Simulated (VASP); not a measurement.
# KZn2Ge2 (I4/mmm) in VASP: single point with PBE

Aim: the single point of KZn2Ge2 with PBE.

Program: VASP 6.6.1. These are calculated values, not measurements. Logs are shortened: lines on timing, memory, paths and dates and some standing lists are left out, and cuts for length are marked.

## Step 1: The cell of the first run

The structure is tetragonal, space group I4/mmm (No. 139). Conventional cell: a = 4.447 Å, b = 4.447 Å, c = 11.460 Å, α = 90.00°, β = 90.00°, γ = 90.00°. Within 3.5 Å of Ge (site symmetry 4mm) lie 1 Ge at 2.61 Å and 4 Zn at 2.72 Å and 4 K at 3.40 Å. Within 4.5 Å of K (site symmetry 4/mmm) lie 10 Ge at 3.40 to 4.42 Å and 8 Zn at 3.63 Å and 4 K at 4.45 Å. Within 3.7 Å of Zn (site symmetry -4m2) lie 4 Ge at 2.72 Å and 4 Zn at 3.14 Å and 4 K at 3.63 Å.

## Step 2: Single point, PBE

Contents of INCAR:

```
SYSTEM = KZn2Ge2
ALGO = Normal
EDIFF = 1E-6
ENCUT = 520
GGA = PE
ISIF = 2
ISMEAR = -1
LASPH = .True.
LCHARG = .False.
LREAL = .False.
LWAVE = .False.
NBANDS = 38
NELM = 80
PREC = Accurate
SIGMA = 0.1
```

Contents of KPOINTS:

```
k-points
0
Gamma
  8 8 8
  0 0 0
```

Contents of POSCAR:

```
KZn2Ge2
1.0
    0.0000000000      4.4467590000      0.0000000000
    4.4467590000      0.0000000000      0.0000000000
    2.2233790000      2.2233790000     -5.7300870000
Ge K Zn
2 1 2
Direct
    0.3860000000      0.3860000000      0.2280000000
    0.6140000000      0.6140000000      0.7720000000
    0.0000000000      0.0000000000      0.0000000000
    0.7500000000      0.2500000000      0.5000000000
    0.2500000000      0.7500000000      0.5000000000
```

Potentials or basis: VASP PAW PBE potentials, release 64 (Ge_d, K_sv, Zn).

Command:

```bash
> cat potpaw_PBE.64/Ge_d/POTCAR potpaw_PBE.64/K_sv/POTCAR potpaw_PBE.64/Zn/POTCAR > POTCAR
> mpirun -np 1 vasp_std > vasp.out
```

OUTCAR:

```text
SYSTEM = KZn2Ge2
   EDIFF = 1E-6
   ENCUT = 520
   GGA = PE
   ISIF = 2
   ISMEAR = -1
   LASPH = .True.
   LREAL = .False.
   NELM = 80
   PREC = Accurate

 ion  position               nearest neighbor table
   1  0.386  0.386  0.228-   2 2.61   4 2.72   5 2.72   5 2.72   4 2.72
   2  0.614  0.614  0.772-   1 2.61   4 2.72   5 2.72   4 2.72   5 2.72
   3  0.000  0.000  0.000-
   4  0.750  0.250  0.500-   1 2.72   2 2.72   1 2.72   2 2.72
   5  0.250  0.750  0.500-   1 2.72   2 2.72   1 2.72   2 2.72

  LATTYP: Found a body centered tetragonal cell.
 ALAT       =     4.4467590000
 C/A-ratio  =     2.5771970102

  Lattice vectors:

 A1 = (  -2.2233790000,   2.2233800000,   5.7300870000)
 A2 = (   2.2233800000,  -2.2233790000,   5.7300870000)
 A3 = (   2.2233790000,   2.2233790000,  -5.7300870000)

Analysis of symmetry for initial positions (statically):
=====================================================================
 Subroutine PRICEL returns:
 Original cell was already a primitive cell.

 Routine SETGRP: Setting up the symmetry group for a
 body centered tetragonal supercell.

 Subroutine GETGRP returns: Found 16 space group operations
 (whereof 16 operations were pure point group operations)
 out of a pool of 16 trial point group operations.

The static configuration has the point symmetry D_4h.

Analysis of symmetry for dynamics (positions and initial velocities):
=====================================================================
 Subroutine PRICEL returns:
 Original cell was already a primitive cell.

 Routine SETGRP: Setting up the symmetry group for a
 body centered tetragonal supercell.

 Subroutine GETGRP returns: Found 16 space group operations
 (whereof 16 operations were pure point group operations)
 out of a pool of 16 trial point group operations.

The dynamic configuration has the point symmetry D_4h.

 Subroutine INISYM returns: Found 16 space group operations
 (whereof 16 operations are pure point group operations),
 and found     1 'primitive' translations

----------------------------------------------------------------------------------------

                                     Primitive cell

  volume of cell :     113.3048

  direct lattice vectors                    reciprocal lattice vectors
     0.000000000  4.446759000  0.000000000     0.000000000  0.224882887  0.087258690
     4.446759000  0.000000000  0.000000000     0.224882887  0.000000000  0.087258690
     2.223379000  2.223379000 -5.730087000     0.000000000  0.000000000 -0.174517420

[... 91 lines left out ...]
   EDIFFG = 0.1E-04   stopping-criterion for IOM
   NSW    =      0    number of steps for IOM
   IBRION =     -1    ionic relax: 0-MD 1-quasi-New 2-CG
   NFREE  =      0    steps in history (QN), initial steepest desc. (CG)
   ISIF   =      2    stress and relaxation
   ISYM   =      2    0-nonsym 1-usesym 2-fastsym
   POTIM  = 0.5000    time-step for ionic-motion
   TEBEG  =    0.0;   TEEND  =   0.0 temperature during run
   PSTRESS=    0.0 pullay stress
   NELECT =      61.0000    total number of electrons
   NUPDOWN=      -1.0000    fix difference up-down
   EMIN   =  10.00;   EMAX   =-10.00  energy-range for DOS
   EFERMI =   0.00;   METHOD = LEGACY
   ISMEAR =    -1;   SIGMA  =   0.10  broadening in eV -4-tet -1-fermi 0-gaus
   EFERMI_NEDOS =   21; number of points for ismear=-14 and -15
   IALGO  =     38    algorithm
   IMIX   =      4    mixing-type and parameters
     AMIX     =   0.40;   BMIX     =  1.00
     AMIX_MAG =   1.60;   BMIX_MAG =  1.00
  volume/ion in A,a.u.               =      22.66       152.92
  Fermi-wavevector in a.u.,A,eV,Ry     =   1.331789  2.516716 24.132123  1.773661
  Thomas-Fermi vector in A             =   2.460773
   LORBIT       =      0    0 simple, 1 ext, 2 COOP (PROOUT), +10 PAW based schemes
   GGA     = PE    functional components
   LHFCALC =     F    Hartree Fock is set to
   AEXX    =    0.0000 exact exchange contribution
   IVDW    =     0    specifies the selected vdW correction
   LEPSILON=     F    determine dielectric tensor
   LRPA    =     F    only Hartree local field effects (RPA)
 non-spin polarized calculation
  energy-cutoff  :      520.00
  volume of cell :      113.30
 maximum number of plane-waves:      3094
 NGX is ok and might be reduce to    36
   NGX = 17   NGY = 17   NGZ = 25

 number of electron      60.9999987 magnetization

 Free energy of the ion-electron system (eV)
  ---------------------------------------------------
  ext. energy  EPLUGINS =         0.00000000
  ---------------------------------------------------
  free energy    TOTEN  =       -12.70469239 eV

  energy without entropy =      -12.66238544  energy(sigma->0) =      -12.68353891

 E-fermi :   2.6549     XC(G=0):  -9.7200

 val. band max:        2.6226706652   @ k =   0.3750   0.1250  -0.0000
 cond. band min:       2.6780680287   @ k =  -0.2500  -0.2500   0.2500
 fundamental gap:      0.0553973635
 Fermi energy:         2.6548954742

 k-point     1 :       0.0000    0.0000    0.0000
  band No.  band energies     occupation
      1     -27.5290      2.00000
      2     -21.6149      2.00000
      3     -21.5630      2.00000
      4     -21.5630      2.00000
      5     -21.5261      2.00000
      6     -21.5216      2.00000
[... 973 lines left out ...]
     37       8.2553      0.00000
     38       8.4763      0.00000

 [... further k-points ...]

------------------------ aborting loop because EDIFF is reached ----------------------------------------

  FORCE on cell =-STRESS in cart. coord.  units (eV):
  Direction    XX          YY          ZZ          XY          YZ          ZX
  --------------------------------------------------------------------------------------
  -------------------------------------------------------------------------------------
  Total       -0.9703363     -0.9703363     -2.8617043     -0.0000000     -0.0000002     -0.0000002
  in kB      -13.7209585    -13.7209585    -40.4656889     -0.0000000     -0.0000035     -0.0000035
  external PRESSURE =     -22.6358686 kB  Pullay stress =       0.0000000 kB

 VOLUME and BASIS-vectors are now :
 -----------------------------------------------------------------------------
  energy-cutoff  :      520.00
  volume of cell :      113.30
      direct lattice vectors                 reciprocal lattice vectors
     0.000000000  4.446759000  0.000000000     0.000000000  0.224882887  0.087258690
     4.446759000  0.000000000  0.000000000     0.224882887  0.000000000  0.087258690
     2.223379000  2.223379000 -5.730087000     0.000000000  0.000000000 -0.174517420

 POSITION                                       TOTAL-FORCE (eV/Angst)
 -----------------------------------------------------------------------------------
      2.22338      2.22338     -1.30646        -0.000000     -0.000000     -0.476519
      4.44676      4.44676     -4.42363         0.000000      0.000000      0.476519
      0.00000      0.00000      0.00000         0.000000      0.000000      0.000000
      2.22338      4.44676     -2.86504        -0.000000     -0.000000      0.000000
      4.44676      2.22338     -2.86504         0.000000     -0.000000      0.000000
 -----------------------------------------------------------------------------------
    total drift:                                0.000000      0.000000     -0.000000

  FREE ENERGIE OF THE ION-ELECTRON SYSTEM (eV)
  ---------------------------------------------------
  free  energy   TOTEN  =       -12.7046923919 eV

  energy  without entropy=      -12.6623854374  energy(sigma->0) =      -12.68353891
```

It took 3 min on 1 thread of Intel Xeon Platinum 8259CL at 2.50GHz (Skylake/Cascade Lake), shared host; peak memory 0.4 GiB.

What came out:

```yaml
Free_energy: -12.7047 eV
Pressure: -2.3 GPa
Largest_force: 0.477 eV/Å
Band_gap_on_the_k_mesh: zero (an odd number of electrons rules out a gap without spin polarisation)
```

Forces in eV/Å, atoms in the order of the input:
```
Ge   0.000  0.000 -0.477
Ge   0.000  0.000  0.477
K    0.000  0.000  0.000
Zn   0.000  0.000  0.000
Zn   0.000  0.000  0.000
```

Stress tensor (GPa, compression positive):
```
-1.37  0.00  0.00
 0.00 -1.37  0.00
 0.00  0.00 -4.05
```

The gap in the log of VASP goes by the Fermi energy; the results here count the filled bands.